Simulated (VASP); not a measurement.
Wanted: the native input for a VASP 6.6.1 run.

| Property | Result |
| --- | --- |
| Task | single point |
| Functional | PBE |
| Potentials or basis | VASP PAW PBE potentials, release 64 (Te, Cd) |
| Cutoff | 520 eV |
| k mesh | 6 × 6 × 1 |
| Occupations | gaussian, width 0.05 eV |
| Spin | no spin polarisation |
| Dipole correction | yes |
| Further INCAR settings | ALGO = Normal; EDIFF = 1e-07; NBANDS = 46 |

The structure of CdTe lies in POSCAR:

```
CdTe
1.0
    4.5325544700      0.0000000000      0.0000000000
    0.0000000000      4.5325544700      0.0000000000
    0.0000000000      0.0000000000     29.2174999020
Te Cd
4 4
Direct
    0.0000000000      0.5000000000      0.3080345694
    0.5000000000      0.0000000000      0.4177290997
    0.0000000000      0.5000000000      0.5341710084
    0.5000000000      0.0000000000      0.6530694899
    0.5000000000      0.5000000000      0.3628818295
    0.0000000000      0.0000000000      0.4725763699
    0.5000000000      0.5000000000      0.5909988932
    0.0000000000      0.0000000000      0.7115843067
```

These files were run (other wordings do the same):

INCAR

```
SYSTEM = CdTe
  ALGO = Normal
  DIPOL = 0.5 0.5 0.506
  EDIFF = 1E-7
  ENCUT = 520
  GGA = PE
  IDIPOL = 3
  ISIF = 2
  ISMEAR = 0
  LASPH = .TRUE.
  LCHARG = .TRUE.
  LDIPOL = .TRUE.
  LELF = .TRUE.
  LREAL = .FALSE.
  LVACPOTAV = .TRUE.
  LVHAR = .TRUE.
  LWAVE = .FALSE.
  NBANDS = 46
  NELM = 60
  PREC = Accurate
  SIGMA = 0.05
```

KPOINTS

```
k-points
0
G
  6 6 1
  0 0 0
```

Potentials or basis: VASP PAW PBE potentials, release 64 (Te, Cd).

Run with:

```bash
$ cat potpaw_PBE.64/Te/POTCAR potpaw_PBE.64/Cd/POTCAR > POTCAR
$ mpirun -np 1 vasp_std > vasp.out
```

Results of the run:

| Item | Value |
| --- | --- |
| Largest force | 0.513 eV/Å |

It took 33 min on 1 thread of Intel Xeon 8259CL (shared host), peak memory 0.84 GiB.
